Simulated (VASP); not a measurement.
Here is a VASP 6.6.1 calculation.

Contents of INCAR:

```
PREC = Accurate
ENCUT = 600
EDIFF = 1E-6
ISMEAR = -1
SIGMA = 0.08
LREAL = False
LASPH = True
NELM = 120
ALGO = Normal
ISIF = 2
LWAVE = False
LCHARG = False
GGA = PS
NBANDS = 25
GGA_COMPAT = False
```

Contents of KPOINTS:

```
Automatic mesh
0
Gamma
  7 7 10
```

File POSCAR:

```
MgF2
1.0
    4.2863162533      0.0000000000      0.0000000000
    0.0000000000      4.2863162533      0.0000000000
    0.0000000000      0.0000000000      2.8700328101
Mg F
2 4
Direct
    0.0000000000      0.0000000000      0.0000000000
    0.5000000000      0.5000000000      0.5000000000
    0.3011545406      0.3011545406      0.0000000000
    0.6988454594      0.6988454594      0.0000000000
    0.8011545406      0.1988454594      0.5000000000
    0.1988454594      0.8011545406      0.5000000000
```

Potentials or basis: VASP PAW PBE potentials, release 64 (Mg, F).

Launch:

```sh
$ cat potpaw_PBE.64/Mg/POTCAR potpaw_PBE.64/F/POTCAR > POTCAR
$ mpirun -np 1 vasp_std > vasp.out
```

Q: Estimate the band gap on the k mesh.

A: 8.48 eV.

Q: What does it give for the pressure?

A: 35.0 GPa.

Forces on the atoms (eV/Å):
```
Mg   0.000  0.000  0.000
Mg   0.000  0.000  0.000
F    0.004  0.004  0.000
F   -0.004 -0.004  0.000
F    0.004 -0.004  0.000
F   -0.004  0.004  0.000
```

Caveat: the cell stands under pressure; the PAW data sets were made with another functional, which shifts forces and pressure a little; an odd mesh through Γ misses points on the zone boundary, where band edges can lie.
